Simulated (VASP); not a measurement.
# Si2Mo: single point with PBE

Si2Mo:

```
Mo Si
1.0
    -1.60000    1.60000    3.93050
     1.60000   -1.60000    3.93050
     1.60000    1.60000   -3.93050
Mo Si
1 2
Direct
  0.00000 0.00000 0.00000
  0.66700 0.66700 0.00000
  0.33300 0.33300 0.00000
```

```yaml
Program: VASP 6.6.1
Task: single point
Functional: PBE
Potentials_or_basis: VASP PAW PBE potentials, release 64 (Mo_sv, Si)
Cutoff: 520 eV
k_mesh: 12 × 12 × 12
Occupations: gaussian, width 0.012 eV
Spin: no spin polarisation
Dipole_correction: no
Further_INCAR_settings: ALGO = Normal; EDIFF = 1e-06; NBANDS = 18
```

The pressure is 2.4 GPa, the largest force is 0.272 eV/Å and the band gap on the k mesh is zero (bands 11 and 12 overlap by 1.04 eV).

Forces in eV/Å, atoms in the order of the input:
```
Mo   0.000  0.000  0.000
Si   0.000  0.000 -0.272
Si   0.000  0.000  0.272
```

Stress tensor (GPa, compression positive):
```
2.79 0.00 0.00
0.00 2.79 0.00
0.00 0.00 1.62
```

Levels at points of the mesh, in eV from the Fermi level:
```
           k point  band 7  band 8  band 9  band 10  band 11  band 12  band 13  band 14  band 15  band 16
(0.00, 0.00, 0.00)   -3.51   -3.07   -2.71    -2.71     0.36     3.03     3.06     3.59     3.59     4.02
(0.50, 0.00, 0.00)   -4.96   -4.52   -2.66    -2.56    -0.57     2.22     2.97     3.98     4.21     5.43
(0.50, 0.50, 0.00)   -5.75   -5.33   -4.54    -3.11    -1.18     2.27     2.67     2.96     3.20     4.76
(0.50, 0.50, 0.50)   -3.55   -2.33   -0.63    -0.63    -0.58    -0.58     0.50     4.57     5.11     5.85
```

Run time: 110 s on 1 thread of Intel(R) Xeon(R) Platinum 8488C (Sapphire Rapids), on a shared host, peak memory 0.27 GiB.
